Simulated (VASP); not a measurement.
# SiC2 (P-6m2) in VASP: further runs, part 3 of 3

VASP 6.6.1. Earlier steps stand in the parts before.

### 6 Relaxation of cell and atoms, PBE

This run uses another cell than the first one, of 13.61 Å³/atom, 0.811 times its volume.

The input, INCAR:

```
SYSTEM = SiC2
  PREC = Accurate
  ENCUT = 600
  EDIFF = 1E-7
  ISMEAR = 0
  SIGMA = 0.1
  LREAL = .False.
  LASPH = .True.
  NELM = 80
  ALGO = Normal
  ISIF = 3
  LWAVE = .False.
  LCHARG = .False.
  GGA = PE
  IBRION = 2
  NSW = 90
  EDIFFG = -0.04
```

The input, KPOINTS:

```
regular mesh
0
Gamma
  12 12 1
  0 0 0
```

The input, POSCAR:

```
SiC2
1.0
    2.0843654100      0.0000000000      0.0000000000
   -1.0421827000      1.8051134000      0.0000000000
    0.0000000000      0.0000000000     21.7005186200
Si C
2 4
Direct
    0.6666666700      0.3333333300      0.8333333300
    0.6666666700      0.3333333300      0.1666666700
    0.3333333300      0.6666666700      0.8333333300
    0.3333333300      0.6666666700      0.1666666700
    0.3333333300      0.6666666700      0.5000000000
    0.6666666700      0.3333333300      0.5000000000
```

Potentials or basis: VASP PAW PBE potentials, release 64 (Si, C).

Run with:

```bash
$ cat potpaw_PBE.64/Si/POTCAR potpaw_PBE.64/C/POTCAR > POTCAR
$ mpirun -np 1 vasp_std > vasp.out
```

OUTCAR:

```text
SYSTEM = SiC2
   PREC = Accurate
   ENCUT = 600
   EDIFF = 1E-7
   ISMEAR = 0
   LREAL = .False.
   LASPH = .True.
   NELM = 80
   ISIF = 3
   GGA = PE
   IBRION = 2
   NSW = 90
   EDIFFG = -0.04

 ion  position               nearest neighbor table
   1  0.667  0.333  0.833-   3 1.20   3 1.20   3 1.20   3 2.41   3 2.41   3 2.41
   2  0.667  0.333  0.167-   4 1.20   4 1.20   4 1.20   4 2.41   4 2.41   4 2.41
   3  0.333  0.667  0.833-   1 1.20   1 1.20   1 1.20   1 2.41   1 2.41   1 2.41
   4  0.333  0.667  0.167-   2 1.20   2 1.20   2 1.20   2 2.41   2 2.41   2 2.41
   5  0.333  0.667  0.500-   6 1.20   6 1.20   6 1.20
   6  0.667  0.333  0.500-   5 1.20   5 1.20   5 1.20

 -----------------------------------------------------------------------------
|                                                                             |
|           W    W    AA    RRRRR   N    N  II  N    N   GGGG   !!!           |
|           W    W   A  A   R    R  NN   N  II  NN   N  G    G  !!!           |
[... 1041 lines left out ...]
      6      -4.2433      2.00000
[... 8 lines left out ...]
     15       6.6975      0.00000
     16       9.3745      0.00000

[... ionic steps 4 to 25 ...]

--------------------------------------- Ionic step       26  -------------------------------------------

 number of electron      23.9999997 magnetization

------------------------ aborting loop because EDIFF is reached ----------------------------------------
[... 75 lines left out ...]
--------------------------------------- Ionic step       28  -------------------------------------------

 number of electron      23.9999997 magnetization

 Free energy of the ion-electron system (eV)
  ---------------------------------------------------
  ext. energy  EPLUGINS =         0.00000000
  ---------------------------------------------------
  free energy    TOTEN  =       -42.44334035 eV

  energy without entropy =      -42.44238433  energy(sigma->0) =      -42.44286234

 E-fermi :   1.9926     XC(G=0):  -8.0860

 val. band max:        1.8952988190   @ k =   0.3333   0.3333   0.0000
 cond. band min:       2.0713214599   @ k =   0.3333   0.3333   0.0000
 fundamental gap:      0.1760226409
 Fermi energy:         1.9925519341
[... 392 lines left out ...]
  FREE ENERGIE OF THE ION-ELECTRON SYSTEM (eV)
  ---------------------------------------------------
  free  energy   TOTEN  =       -42.4433403480 eV

  energy  without entropy=      -42.4423843295  energy(sigma->0) =      -42.44286234

 reached required accuracy - stopping structural energy minimisation
```

OSZICAR:

```text
N       E                     dE             d eps       ncg     rms          rms(c)
DAV:   1     0.317569028725E+03    0.31757E+03   -0.13964E+04   608   0.148E+03
DAV:   2     0.375941985745E+01   -0.31381E+03   -0.30484E+03   864   0.364E+02
DAV:   3    -0.153814620866E+02   -0.19141E+02   -0.19087E+02   736   0.107E+02
[... 440 lines left out ...]
DAV:   4    -0.424433414301E+02    0.22195E-04   -0.12029E-04   824   0.593E-02    0.998E-03
DAV:   5    -0.424433392948E+02    0.21354E-05   -0.14460E-05   824   0.205E-02    0.458E-03
DAV:   6    -0.424433400768E+02   -0.78205E-06   -0.11733E-06   712   0.886E-03    0.181E-03
DAV:   7    -0.424433402861E+02   -0.20924E-06   -0.24345E-07   720   0.414E-03    0.771E-04
DAV:   8    -0.424433403480E+02   -0.61966E-07   -0.10040E-07   552   0.261E-03
  28 F= -.42443340E+02 E0= -.42442862E+02  d E =-.240343E-03
```

Run time: 17 min. Hardware: 1 thread of Intel Xeon Platinum 8259CL at 2.50GHz (Skylake/Cascade Lake), shared host; peak memory 0.24 GiB.

Results:

| Item | Value |
| --- | --- |
| Free energy | -42.4433 eV |
| Relaxed volume | 16.68 Å³/atom |
| Relaxed cell | a = 2.918 Å, b = 2.918 Å, c = 13.573 Å, α = 90.00°, β = 90.00°, γ = 120.00° |
| Space group after relaxing (to 0.05 Å) | P-6m2 (No. 187) |
| Energy gained by relaxing | 11905.9 meV/atom |
| Ionic steps | 28 |
| Pressure after relaxing | 0.0 GPa |
| Largest force after relaxing | 0.022 eV/Å |
| Band gap on the k mesh | 0.18 eV, direct |

Forces on the atoms (eV/Å):
```
Si   0.000  0.000  0.012
Si   0.000  0.000 -0.012
C    0.000  0.000 -0.022
C    0.000  0.000  0.022
C    0.000  0.000  0.000
C    0.000  0.000  0.000
```

The path:
| step | energy change (eV) | largest force (eV/Å) | pressure (GPa) | volume (Å³) |
| --- | --- | --- | --- | --- |
| 1 | 0.0000 | 0.0009 | 338.15 | 81.65 |
| 2 | -12.0925 | 0.0021 | -5.56 | 772.95 |
| 3 | -18.7589 | 0.0019 | -6.41 | 645.39 |
| 4 | -24.9851 | 0.0030 | -7.83 | 546.32 |
| 5 | -56.1248 | 0.0185 | -18.77 | 262.66 |
| 6 | -71.3495 | 0.0134 | 0.17 | 159.31 |
| 7 | -71.3416 | 0.0138 | -1.31 | 161.13 |
| 8 | -71.3276 | 0.0093 | 1.99 | 156.85 |
| 9 | -71.3503 | 0.0119 | -0.10 | 159.48 |
| 10 | -71.3503 | 0.0119 | -0.07 | 159.45 |
| 11 | -71.3510 | 0.0087 | -0.07 | 159.11 |
| 12 | -71.3531 | 0.0008 | -0.06 | 158.12 |
| 13 | -71.3571 | 0.0197 | -0.06 | 156.14 |
| 14 | -71.3641 | 0.0564 | -0.05 | 152.16 |
| 15 | -71.3749 | 0.1254 | -0.04 | 144.22 |
| 16 | -71.3884 | 0.2459 | -0.11 | 128.31 |
| 17 | -71.3896 | 0.2413 | -0.10 | 127.88 |
| 18 | -71.3932 | 0.2281 | -0.08 | 126.59 |
| 19 | -71.3999 | 0.2021 | -0.04 | 124.01 |
| 20 | -71.4120 | 0.1520 | 0.04 | 118.85 |
| 21 | -71.4299 | 0.0605 | 0.18 | 108.52 |
| 22 | -71.3969 | 0.1102 | 0.77 | 87.89 |
| 23 | -71.4328 | 0.0623 | 0.23 | 105.11 |
| 24 | -71.4330 | 0.0187 | 0.41 | 96.35 |
| 25 | -71.4353 | 0.0326 | 0.30 | 101.08 |
| 26 | -71.4353 | 0.0241 | 0.33 | 100.00 |
| 27 | -71.4334 | 0.0138 | -0.98 | 100.39 |
| 28 | -71.4356 | 0.0217 | 0.00 | 100.09 |

Final structure:
```
Si C
1.0
     2.91803    0.00000    0.00000
    -1.45902    2.52709    0.00000
     0.00000    0.00000   13.57347
Si C
2 4
Direct
  0.66667 0.33333 0.83288
  0.66667 0.33333 0.16712
  0.33333 0.66667 0.83373
  0.33333 0.66667 0.16627
  0.33333 0.66667 0.50000
  0.66667 0.33333 0.50000
```

Levels at points of the mesh, in eV from the valence-band top:
```tsv
k point	band 8	band 9	band 10	band 11	band 12	band 13	band 14	band 15	band 16
(0.00, 0.00, 0.00)	-2.77	-0.95	-0.95	-0.95	-0.95	2.94	3.16	4.72	5.78
(0.50, 0.00, 0.00)	-2.61	-2.60	-1.52	-0.83	-0.60	1.32	2.69	3.18	3.27
```

Caveat: the volume moved by over 15 % at a fixed basis, so the end points are rough.

### 7 Overview

| task | cell | k mesh | cutoff (eV) | gap on the mesh (eV) | pressure (GPa) | largest force (eV/Å) |
| --- | --- | --- | --- | --- | --- | --- |
| single point | a = 2.936, b = 2.936, c = 13.493 Å, angles 90.0, 90.0, 120.0°, 6 atoms | 6 × 6 × 2 | 520 | 0.04 | 0.0 | 0.02 |
| single point | a = 2.084, b = 2.084, c = 21.701 Å, angles 90.0, 90.0, 120.0°, 6 atoms | 12 × 12 × 1 | 520 | none | 338.4 | - |
| single point | a = 2.936, b = 2.936, c = 13.493 Å, angles 90.0, 90.0, 120.0°, 6 atoms | 12 × 12 × 1 | 520 | 0.20 | 0.0 | - |
| relaxation of cell and atoms | relaxed from a = 2.936, b = 2.936, c = 13.493 Å, angles 90.0, 90.0, 120.0°, 6 atoms | 6 × 6 × 2 | 600 | 0.04 | -0.1 | 0.02 |
| relaxation of cell and atoms | relaxed from a = 2.084, b = 2.084, c = 21.701 Å, angles 90.0, 90.0, 120.0°, 6 atoms | 12 × 12 × 1 | 600 | 0.18 | 0.0 | 0.02 |

Alike in all rows: level PBE; potentials or basis VASP PAW PBE potentials, release 64 (Si, C); no spin polarisation; smearing gaussian 0.1 eV.

Caveats: some runs use coarse meshes; the relaxation stopped at its first step, so nothing moved (some runs); the volume moved by over 15 % at a fixed basis, so the end points are rough (some runs).

Absolute energies hang on the potentials; compare differences alone.
